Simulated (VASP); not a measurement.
# Zr4HSe8 (P-3m1) in VASP: further runs

The runs below take Zr4HSe8 through single point, relaxation of cell and atoms, with PBE+D3(BJ).

Program: VASP 6.6.1. These are calculated values, not measurements. Logs are shortened: lines on timing, memory, paths and dates and some standing lists are left out, and cuts for length are marked.

### Step 1. The cell of the first run

The structure is trigonal, space group P-3m1 (No. 164). Conventional cell: a = 7.473 Å, b = 7.473 Å, c = 5.851 Å, α = 90.00°, β = 90.00°, γ = 120.00°. Zr (site symmetry -3m) has 6 Se at 2.70 Å and 2 H at 2.93 Å and 6 Zr at 3.74 Å within 3.8 Å. Zr (site symmetry 2/m) has 6 Se at 2.68 to 2.69 Å within 3.5 Å. Within 3.5 Å of Se (site symmetry m) lie 1 H at 2.54 Å and 3 Zr at 2.69 to 2.70 Å and 3 Se at 3.41 Å. Within 3.5 Å of Se (site symmetry 3m) lie 3 Zr at 2.68 Å and 3 Se at 3.41 Å. Within 3.3 Å of H (site symmetry -3m) lie 6 Se at 2.54 Å and 2 Zr at 2.93 Å.

### Step 2. Single point, PBE+D3(BJ)

Input file INCAR:

```
SYSTEM = Zr4HSe8
ALGO = Normal
EDIFF = 1E-7
ENCUT = 520
GGA = PE
ISIF = 2
ISMEAR = 0
IVDW = 12
LASPH = .True.
LCHARG = .True.
LELF = .True.
LREAL = .False.
LVHAR = .True.
LWAVE = .False.
NBANDS = 60
NELM = 80
PREC = Accurate
SIGMA = 0.1
```

Input file KPOINTS:

```
k-points
0
Gamma
  3 3 4
  0 0 0
```

Input file POSCAR:

```
Zr4HSe8
1.0
    7.4727788516      0.0000000001      0.0000000000
   -3.7363894259      6.4716163223      0.0000000000
    0.0000000000      0.0000000000      5.8514665320
Zr Se H
4 8 1
Direct
    0.0000000000      0.0000000000      0.0000000000
    0.0000000000      0.5000000000      0.0000000000
    0.5000000000      0.0000000000      0.0000000000
    0.5000000000      0.5000000000      0.0000000000
    0.1675374774      0.3350749549      0.2748693494
    0.1675374774      0.8324625226      0.2748693494
    0.6666666667      0.3333333333      0.2723388170
    0.6649250451      0.8324625226      0.2748693494
    0.3350749549      0.1675374774      0.7251306506
    0.3333333333      0.6666666667      0.7276611830
    0.8324625226      0.1675374774      0.7251306506
    0.8324625226      0.6649250451      0.7251306506
    0.0000000000      0.0000000000      0.5000000000
```

Potentials or basis: VASP PAW PBE potentials, release 64 (Zr_sv, Se, H).

Started as:

```bash
$ cat potpaw_PBE.64/Zr_sv/POTCAR potpaw_PBE.64/Se/POTCAR potpaw_PBE.64/H/POTCAR > POTCAR
$ mpirun -np 1 vasp_std > vasp.out
```

OUTCAR:

```text
SYSTEM = Zr4HSe8
   EDIFF = 1E-7
   ENCUT = 520
   GGA = PE
   ISIF = 2
   ISMEAR = 0
   IVDW = 12
   LASPH = .True.
   LREAL = .False.
   NELM = 80
   PREC = Accurate
 IVDW          = 12

 ion  position               nearest neighbor table
   1  0.000  0.000  0.000-   6 2.70  11 2.70   9 2.70   8 2.70   5 2.70  12 2.70   4 3.74   4 3.74
                             3 3.74   3 3.74   2 3.74   2 3.74
   2  0.000  0.500  0.000-   7 2.68  10 2.68   5 2.69  12 2.69  11 2.69   6 2.69   3 3.74   3 3.74
                             4 3.74   4 3.74   1 3.74   1 3.74
   3  0.500  0.000  0.000-   7 2.68  10 2.68   9 2.69   8 2.69   6 2.69  11 2.69   2 3.74   2 3.74
                             1 3.74   1 3.74   4 3.74   4 3.74
   4  0.500  0.500  0.000-   7 2.68  10 2.68   5 2.69  12 2.69   8 2.69   9 2.69   1 3.74   1 3.74
                             2 3.74   2 3.74   3 3.74   3 3.74
   5  0.168  0.335  0.275-   2 2.69   4 2.69   1 2.70
   6  0.168  0.832  0.275-   3 2.69   2 2.69   1 2.70
   7  0.667  0.333  0.272-   2 2.68   3 2.68   4 2.68
   8  0.665  0.832  0.275-   3 2.69   4 2.69   1 2.70
   9  0.335  0.168  0.725-   3 2.69   4 2.69   1 2.70
  10  0.333  0.667  0.728-   2 2.68   3 2.68   4 2.68
  11  0.832  0.168  0.725-   3 2.69   2 2.69   1 2.70
  12  0.832  0.665  0.725-   2 2.69   4 2.69   1 2.70
  13  0.000  0.000  0.500-

  LATTYP: Found a hexagonal cell.
 ALAT       =     7.4727788516
 C/A-ratio  =     0.7830375618

  Lattice vectors:

 A1 = (   7.4727788516,   0.0000000001,   0.0000000000)
 A2 = (  -3.7363894259,   6.4716163223,   0.0000000000)
 A3 = (   0.0000000000,   0.0000000000,   5.8514665320)

Analysis of symmetry for initial positions (statically):
=====================================================================
 Subroutine PRICEL returns:
 Original cell was already a primitive cell.

 Routine SETGRP: Setting up the symmetry group for a
 hexagonal supercell.

 Subroutine GETGRP returns: Found 12 space group operations
 (whereof 12 operations were pure point group operations)
 out of a pool of 24 trial point group operations.

The static configuration has the point symmetry D_3d.

Analysis of symmetry for dynamics (positions and initial velocities):
=====================================================================
 Subroutine PRICEL returns:
 Original cell was already a primitive cell.

 Routine SETGRP: Setting up the symmetry group for a
 hexagonal supercell.
[... 124 lines left out ...]
   NUPDOWN=      -1.0000    fix difference up-down
   EMIN   =  10.00;   EMAX   =-10.00  energy-range for DOS
   EFERMI =   0.00;   METHOD = LEGACY
   ISMEAR =     0;   SIGMA  =   0.10  broadening in eV -4-tet -1-fermi 0-gaus
   EFERMI_NEDOS =   21; number of points for ismear=-14 and -15
   IALGO  =     38    algorithm
   IMIX   =      4    mixing-type and parameters
     AMIX     =   0.40;   BMIX     =  1.00
     AMIX_MAG =   1.60;   BMIX_MAG =  1.00
  volume/ion in A,a.u.               =      21.77       146.90
  Fermi-wavevector in a.u.,A,eV,Ry     =   1.145721  2.165099 17.860049  1.312677
  Thomas-Fermi vector in A             =   2.282408
   LORBIT       =      0    0 simple, 1 ext, 2 COOP (PROOUT), +10 PAW based schemes
   GGA     = PE    functional components
   LHFCALC =     F    Hartree Fock is set to
   AEXX    =    0.0000 exact exchange contribution
   IVDW    =    12    specifies the selected vdW correction
   LEPSILON=     F    determine dielectric tensor
   LRPA    =     F    only Hartree local field effects (RPA)
 non-spin polarized calculation
 Gauss-broadening in eV      SIGMA  =   0.10
  energy-cutoff  :      520.00
  volume of cell :      282.98
 maximum number of plane-waves:      7641
 NGX is ok and might be reduce to    56
   NGX = 27   NGY = 27   NGZ = 21

 number of electron      96.9999996 magnetization

 Free energy of the ion-electron system (eV)
  ---------------------------------------------------
  ext. energy  EPLUGINS =         0.00000000
  ---------------------------------------------------
  free energy    TOTEN  =       -79.01363215 eV

  energy without entropy =      -78.97982626  energy(sigma->0) =      -78.99672921

 E-fermi :   5.4815     XC(G=0): -10.0680

 val. band max:        5.4618543575   @ k =   0.0000   0.0000   0.5000
 cond. band min:       5.5023379043   @ k =   0.3333   0.0000   0.5000
 fundamental gap:      0.0404835469
 Fermi energy:         5.4814797328

 k-point     1 :       0.0000    0.0000    0.0000
  band No.  band energies     occupation
      1     -44.0964      2.00000
      2     -44.0084      2.00000
      3     -43.9977      2.00000
      4     -43.9977      2.00000
      5     -22.2185      2.00000
      6     -22.2185      2.00000
[... 619 lines left out ...]
     59       8.2833      0.00000
     60       8.2943      0.00000

------------------------ aborting loop because EDIFF is reached ----------------------------------------

 Edisp (eV)   -5.25046

 E8    (eV) :    -2.3369

  FORCE on cell =-STRESS in cart. coord.  units (eV):
  Direction    XX          YY          ZZ          XY          YZ          ZX
  --------------------------------------------------------------------------------------
  -------------------------------------------------------------------------------------
  Total       0.06601     0.06601     0.03189    -0.00000     0.00000     0.00000
  in kB       0.37373     0.37373     0.18057    -0.00000     0.00000     0.00000
  external pressure =        0.31 kB  Pullay stress =        0.00 kB

 VOLUME and BASIS-vectors are now :
 -----------------------------------------------------------------------------
  energy-cutoff  :      520.00
  volume of cell :      282.98
      direct lattice vectors                 reciprocal lattice vectors
     7.472778852  0.000000000  0.000000000     0.133819028  0.077260452  0.000000000
    -3.736389426  6.471616322  0.000000000    -0.000000000  0.154520903  0.000000000
     0.000000000  0.000000000  5.851466532     0.000000000  0.000000000  0.170897329

 POSITION                                       TOTAL-FORCE (eV/Angst)
 -----------------------------------------------------------------------------------
      0.00000      0.00000      0.00000         0.000000      0.000000      0.000000
     -1.86819      3.23581      0.00000         0.000000      0.000000      0.000000
      3.73639      0.00000      0.00000         0.000000      0.000000      0.000000
      1.86819      3.23581      0.00000         0.000000      0.000000      0.000000
     -0.00000      2.16848      1.60839         0.000000     -0.000334      0.007084
     -1.85843      5.38738      1.60839        -0.000289      0.000167      0.007084
      3.73639      2.15721      1.59358         0.000000      0.000000      0.010594
      1.85843      5.38738      1.60839         0.000289      0.000167      0.007084
      1.87796      1.08424      4.24308        -0.000289     -0.000167     -0.007084
     -0.00000      4.31441      4.25789         0.000000      0.000000     -0.010594
      5.59482      1.08424      4.24308         0.000289     -0.000167     -0.007084
      3.73639      4.30314      4.24308        -0.000000      0.000334     -0.007084
      0.00000      0.00000      2.92573         0.000000      0.000000      0.000000
 -----------------------------------------------------------------------------------
    total drift:                               -0.000000      0.000000      0.000000

  FREE ENERGIE OF THE ION-ELECTRON SYSTEM (eV)
  ---------------------------------------------------
  free  energy   TOTEN  =       -84.2640953707 eV

  energy  without entropy=      -84.2302894778  energy(sigma->0) =      -84.24719242
```

It took 4.7 min on 1 thread of Intel Xeon Platinum 8259CL at 2.50GHz (Skylake/Cascade Lake), shared host; peak memory 0.46 GiB.

Results:

| Item | Value |
| --- | --- |
| Free energy | -84.2641 eV |
| Pressure | 0.0 GPa |
| Largest force | 0.011 eV/Å |
| Band gap on the k mesh | zero (an odd number of electrons rules out a gap without spin polarisation) |
| Dispersion energy per atom | -0.404 eV |

Forces on the atoms (eV/Å):
```
Zr   0.000  0.000  0.000
Zr   0.000  0.000  0.000
Zr   0.000  0.000  0.000
Zr   0.000  0.000  0.000
Se   0.000  0.000  0.007
Se   0.000  0.000  0.007
Se   0.000  0.000  0.011
Se   0.000  0.000  0.007
Se   0.000  0.000 -0.007
Se   0.000  0.000 -0.011
Se   0.000  0.000 -0.007
Se   0.000  0.000 -0.007
H    0.000  0.000  0.000
```

Caveat: an odd number of electrons without spin polarisation forces a metal; a magnetic or distorted state may lie lower.

(Part 1 of 2 ends here.)

The gap in the log of VASP goes by the Fermi energy; the results here count the filled bands.